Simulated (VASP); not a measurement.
# C (Cc) in VASP: single point with PBEsol

Aim: the single point of C with PBEsol.

Program: VASP 6.6.1. These are calculated values, not measurements. Logs are shortened: lines on timing, memory, paths and dates and some standing lists are left out, and cuts for length are marked.

### 1 The cell of the first run

Symmetry: Cc, No. 9, monoclinic system. The conventional cell has a = 2.533 Å, b = 4.248 Å, c = 6.749 Å, α = 90.00°, β = 97.87°, γ = 90.00°. Within 1.9 Å of C (site symmetry 1) lie 3 C at 1.40 to 1.50 Å. C (site symmetry 1) has 3 C at 1.40 to 1.50 Å within 1.9 Å.

### 2 Single point, PBEsol (strained and its atoms moved)

Input file INCAR:

```
SYSTEM = C
  PREC = Accurate
  ENCUT = 520
  EDIFF = 1E-7
  ISMEAR = 0
  SIGMA = 0.1
  LREAL = .False.
  LASPH = .True.
  NELM = 60
  ALGO = Normal
  ISIF = 2
  LWAVE = .False.
  LCHARG = .False.
  GGA = PS
  NBANDS = 16
```

Input file KPOINTS:

```
regular mesh
0
Gamma
  16 16 6
  0 0 0
```

Input file POSCAR:

```
C
1.0
    2.4709374099      0.0322828845     -0.0855607588
   -1.2075109069      2.1560318690     -0.0855645236
   -0.2352056000     -0.4074000000      6.7330319000
C
4
Direct
   -0.0408361156      0.0378834940      0.0103231490
    0.0378834940     -0.0408361156      0.5103231490
    0.3155450043      0.6874076172     -0.0053231490
    0.6874076172      0.3155450043      0.4946768510
```

Potentials or basis: VASP PAW PBE potentials, release 64 (C).

On the command line:

```bash
cat potpaw_PBE.64/C/POTCAR > POTCAR
mpirun -np 1 vasp_std > vasp.out
```

OUTCAR:

```text
SYSTEM = C
   PREC = Accurate
   ENCUT = 520
   EDIFF = 1E-7
   ISMEAR = 0
   LREAL = .False.
   LASPH = .True.
   NELM = 60
   ISIF = 2
   GGA = PS

 ion  position               nearest neighbor table
   1  0.959  0.038  0.010-   3 1.40   3 1.43   3 1.50
   2  0.038  0.959  0.510-   4 1.40   4 1.43   4 1.50
   3  0.316  0.687  0.995-   1 1.40   1 1.43   1 1.50
   4  0.687  0.316  0.495-   2 1.40   2 1.43   2 1.50

  LATTYP: Found a base centered monoclinic cell.
 ALAT       =     2.5326373312
 B/A-ratio  =     1.6771071518
 C/A-ratio  =     2.6649869880
 COS(beta)  =    -0.1369422260

  Lattice vectors:

 A1 = (   2.4709374099,   0.0322828845,  -0.0855607588)
 A2 = (  -1.2075109069,   2.1560318690,  -0.0855645236)
 A3 = (  -0.2352056000,  -0.4074000000,   6.7330319000)

Analysis of symmetry for initial positions (statically):
=====================================================================
 Subroutine PRICEL returns:
 Original cell was already a primitive cell.

 Routine SETGRP: Setting up the symmetry group for a
 base centered monoclinic supercell.

 Subroutine GETGRP returns: Found  2 space group operations
 (whereof  1 operations were pure point group operations)
 out of a pool of  4 trial point group operations.

The static configuration has the point symmetry C_1 .
 The point group associated with its full space group is C_1h.

Analysis of symmetry for dynamics (positions and initial velocities):
=====================================================================
 Subroutine PRICEL returns:
 Original cell was already a primitive cell.

 Routine SETGRP: Setting up the symmetry group for a
 base centered monoclinic supercell.

 Subroutine GETGRP returns: Found  2 space group operations
 (whereof  1 operations were pure point group operations)
 out of a pool of  4 trial point group operations.

The dynamic configuration has the point symmetry C_1 .
 The point group associated with its full space group is C_1h.

 Subroutine INISYM returns: Found  2 space group operations
 (whereof  1 operations are pure point group operations),
 and found     1 'primitive' translations

----------------------------------------------------------------------------------------

                                     Primitive cell

  volume of cell :      35.9612

  direct lattice vectors                    reciprocal lattice vectors
     2.470937410  0.032282884 -0.085560759     0.402705595  0.226642520  0.027781359
    -1.207510907  2.156031869 -0.085564524    -0.005075033  0.462075256  0.027781806
    -0.235205600 -0.407400000  6.733031900     0.005052932  0.008752217  0.149227591

  length of vectors
     2.472629069  2.472625588  6.749445533     0.462936747  0.462937498  0.149569407

  position of ions in fractional coordinates (direct lattice)
     0.959163884  0.037883494  0.010323149
     0.037883494  0.959163884  0.510323149
     0.315545004  0.687407617  0.994676851
     0.687407617  0.315545004  0.494676851

  ion indices of the primitive-cell ions
   primitive index   ion index
                 1           1
                 2           2
                 3           3
                 4           4

----------------------------------------------------------------------------------------

 KPOINTS: regular mesh

Automatic generation of k-mesh.
 Grid dimensions read from file:
 generate k-points for:   16   16    6

 Generating k-lattice:

  Cartesian coordinates                     Fractional coordinates (reciprocal lattice)
     0.025169100  0.014165158  0.001736335     0.062500000  0.000000000 -0.000000000
    -0.000317190  0.028879704  0.001736363    -0.000000000  0.062500000  0.000000000
     0.000842155  0.001458703  0.024871265     0.000000000 -0.000000000  0.166666667

  Length of vectors
     0.028933547  0.028933594  0.024928234

  Shift w.r.t. Gamma in fractional coordinates (k-lattice)
     0.000000000  0.000000000  0.000000000

 Subroutine IBZKPT returns following result:
 ===========================================

 Found    418 irreducible k-points:

 Following reciprocal coordinates:
            Coordinates               Weight
  0.000000  0.000000  0.000000      1.000000
  0.062500  0.000000 -0.000000      4.000000
  0.125000  0.000000 -0.000000      4.000000
  0.187500 -0.000000 -0.000000      4.000000
  0.250000  0.000000 -0.000000      4.000000
  0.312500  0.000000 -0.000000      4.000000
[... 16 lines left out ...]
 -0.125000  0.062500  0.000000      4.000000
 -0.062500  0.062500  0.000000      2.000000
 [... further k-points ...]
   k-points           NKPTS =    418   k-points in BZ     NKDIM =    418   number of bands    NBANDS=     16
   number of dos      NEDOS =    301   number of ions     NIONS =      4
   total plane-waves  NPLWV =  16200
   dimension x,y,z NGX =    18 NGY =   18 NGZ =   50
   dimension x,y,z NGXF=    36 NGYF=   36 NGZF=  100
   ions per type =               4
   NGX,Y,Z   is equivalent  to a cutoff of  12.10, 12.10, 12.32 a.u.
   NGXF,Y,Z  is equivalent  to a cutoff of  24.20, 24.20, 24.63 a.u.
 SYSTEM =  C
   PREC   = accura    normal or accurate (medium, high low for compatibility)
   ISTART =      0    job   : 0-new  1-cont  2-samecut
   ICHARG =      2    charge: 1-file 2-atom 10-const
   ISPIN  =      1    spin polarized calculation?
   LNONCOLLINEAR =      F non collinear calculations
   LSORBIT =      F    spin-orbit coupling
   LASPH  =      T    aspherical Exc in radial PAW
   ENCUT  =  520.0 eV  38.22 Ry    6.18 a.u.   4.60  4.60 12.55*2*pi/ulx,y,z
   NELM   =     60;   NELMIN=  2; NELMDL= -5     # of ELM steps
   EDIFF  = 0.1E-06   stopping-criterion for ELM
   LREAL  =      F    real-space projection
   EDIFFG = 0.1E-05   stopping-criterion for IOM
   NSW    =      0    number of steps for IOM
   IBRION =     -1    ionic relax: 0-MD 1-quasi-New 2-CG
   NFREE  =      0    steps in history (QN), initial steepest desc. (CG)
   ISIF   =      2    stress and relaxation
   ISYM   =      2    0-nonsym 1-usesym 2-fastsym
   POTIM  = 0.5000    time-step for ionic-motion
   TEBEG  =    0.0;   TEEND  =   0.0 temperature during run
   PSTRESS=    0.0 pullay stress
   NELECT =      16.0000    total number of electrons
   NUPDOWN=      -1.0000    fix difference up-down
   EMIN   =  10.00;   EMAX   =-10.00  energy-range for DOS
   EFERMI =   0.00;   METHOD = LEGACY
   ISMEAR =     0;   SIGMA  =   0.10  broadening in eV -4-tet -1-fermi 0-gaus
   EFERMI_NEDOS =   21; number of points for ismear=-14 and -15
   IALGO  =     38    algorithm
   IMIX   =      4    mixing-type and parameters
     AMIX     =   0.40;   BMIX     =  1.00
     AMIX_MAG =   1.60;   BMIX_MAG =  1.00
  volume/ion in A,a.u.               =       8.99        60.67
  Fermi-wavevector in a.u.,A,eV,Ry     =   1.249789  2.361759 21.251937  1.561973
  Thomas-Fermi vector in A             =   2.383814
   LORBIT       =      0    0 simple, 1 ext, 2 COOP (PROOUT), +10 PAW based schemes
   GGA     = PS    functional components
   LHFCALC =     F    Hartree Fock is set to
   AEXX    =    0.0000 exact exchange contribution
   IVDW    =     0    specifies the selected vdW correction
   LEPSILON=     F    determine dielectric tensor
   LRPA    =     F    only Hartree local field effects (RPA)
 non-spin polarized calculation
 Gauss-broadening in eV      SIGMA  =   0.10
  energy-cutoff  :      520.00
  volume of cell :       35.96
 maximum number of plane-waves:       985
   NGX =  9   NGY =  9   NGZ = 25

 number of electron      16.0000002 magnetization

 Free energy of the ion-electron system (eV)
  ---------------------------------------------------
  ext. energy  EPLUGINS =         0.00000000
  ---------------------------------------------------
  free energy    TOTEN  =       -37.96738173 eV

  energy without entropy =      -37.96719099  energy(sigma->0) =      -37.96728636

 E-fermi :   4.5562     XC(G=0): -10.5215

 val. band max:        4.5134494236   @ k =  -0.3125  -0.3125   0.3333
 cond. band min:       4.6391550519   @ k =   0.3125   0.3125  -0.0000
 fundamental gap:      0.1257056283
 Fermi energy:         4.5562251135

 k-point     1 :       0.0000    0.0000    0.0000
  band No.  band energies     occupation
      1     -14.9006      2.00000
      2     -14.5745      2.00000
      3      -3.9480      2.00000
      4      -1.8319      2.00000
      5       0.2781      2.00000
      6       0.2811      2.00000
[... 8 lines left out ...]
     15      15.0235      0.00000
     16      15.7771      0.00000

 k-point     2 :       0.0625    0.0000   -0.0000
  band No.  band energies     occupation
      1     -14.8104      2.00000
      2     -14.4870      2.00000
      3      -3.8363      2.00000
      4      -1.7341      2.00000
      5      -0.0042      2.00000
      6       0.0238      2.00000
[... 8 lines left out ...]
     15      15.0684      0.00000
     16      15.4685      0.00000

 k-point     3 :       0.1250    0.0000   -0.0000
  band No.  band energies     occupation
      1     -14.5406      2.00000
      2     -14.2250      2.00000
      3      -3.5030      2.00000
      4      -1.4481      2.00000
      5      -0.7951      2.00000
      6      -0.7052      2.00000
[... 8 lines left out ...]
     15      14.9519      0.00000
     16      15.3182      0.00000

 k-point     4 :       0.1875   -0.0000   -0.0000
  band No.  band energies     occupation
      1     -14.0930      2.00000
      2     -13.7901      2.00000
      3      -2.9570      2.00000
      4      -1.9859      2.00000
      5      -1.8380      2.00000
      6      -0.9352      2.00000
[... 8 lines left out ...]
     15      15.6677      0.00000
     16      16.0515      0.00000
[... 324 lines left out ...]
 k-point    22 :      -0.1875    0.0625    0.0000
  band No.  band energies     occupation
      1     -14.2551      2.00000
      2     -13.9447      2.00000
      3      -3.1718      2.00000
      4      -1.3590      2.00000
      5      -1.2040      2.00000
      6      -1.0791      2.00000
[... 8 lines left out ...]
     15      15.3867      0.00000
     16      15.6020      0.00000

 k-point    23 :      -0.1250    0.0625    0.0000
  band No.  band energies     occupation
      1     -14.6193      2.00000
      2     -14.2995      2.00000
      3      -3.6132      2.00000
      4      -1.5318      2.00000
      5      -0.3514      2.00000
      6      -0.2699      2.00000
[... 8 lines left out ...]
     15      15.0458      0.00000
     16      15.2244      0.00000

 k-point    24 :      -0.0625    0.0625    0.0000
  band No.  band energies     occupation
      1     -14.8049      2.00000
      2     -14.4806      2.00000
      3      -3.8360      2.00000
      4      -1.7299      2.00000
      5       0.1163      2.00000
      6       0.1240      2.00000
[... 8 lines left out ...]
     15      15.0294      0.00000
     16      15.5445      0.00000

 [... further k-points ...]

------------------------ aborting loop because EDIFF is reached ----------------------------------------

  FORCE on cell =-STRESS in cart. coord.  units (eV):
  Direction    XX          YY          ZZ          XY          YZ          ZX
  --------------------------------------------------------------------------------------
  -------------------------------------------------------------------------------------
  Total       -2.2288161     -3.6541810     -0.0353949     -1.2344113      0.5042676      0.2911381
  in kB      -99.3003476   -162.8045658     -1.5769468    -54.9966749     22.4666132     12.9710643
  external PRESSURE =     -87.8939534 kB  Pullay stress =       0.0000000 kB

 VOLUME and BASIS-vectors are now :
 -----------------------------------------------------------------------------
  energy-cutoff  :      520.00
  volume of cell :       35.96
      direct lattice vectors                 reciprocal lattice vectors
     2.470937410  0.032282884 -0.085560759     0.402705595  0.226642520  0.027781359
    -1.207510907  2.156031869 -0.085564524    -0.005075033  0.462075256  0.027781806
    -0.235205600 -0.407400000  6.733031900     0.005052932  0.008752217  0.149227591

 POSITION                                       TOTAL-FORCE (eV/Angst)
 -----------------------------------------------------------------------------------
      2.32186      0.10844     -0.01580         3.678076     -0.864993     -1.781952
     -1.18462      1.86131      3.35071        -2.588149      2.752806     -1.781958
     -0.28431      1.08703      6.61137        -3.674903      0.863161      1.781952
      1.20117      0.50099      3.24486         2.584976     -2.750974      1.781958
 -----------------------------------------------------------------------------------
    total drift:                                0.000086      0.000148     -0.000093

  FREE ENERGIE OF THE ION-ELECTRON SYSTEM (eV)
  ---------------------------------------------------
  free  energy   TOTEN  =       -37.9673817330 eV

  energy  without entropy=      -37.9671909925  energy(sigma->0) =      -37.96728636
```

Run time: 95 s. Hardware: 1 thread of Intel Xeon 6975P-C (Granite Rapids), shared host; peak memory 0.26 GiB.

Results:

- Free energy: -37.9674 eV
- Pressure: -8.8 GPa
- Largest force: 4.178 eV/Å

Forces on the atoms (eV/Å):
```
C    3.678 -0.865 -1.782
C   -2.588  2.753 -1.782
C   -3.675  0.863  1.782
C    2.585 -2.751  1.782
```

Caveat: the cell differs from its parent crystal (strained and its atoms moved); the cell stands under tension; this functional lacks dispersion, which binds the layers, so the pressure and a relaxed spacing across them are unreliable; the PAW data sets were made with another functional, which shifts forces and pressure a little.
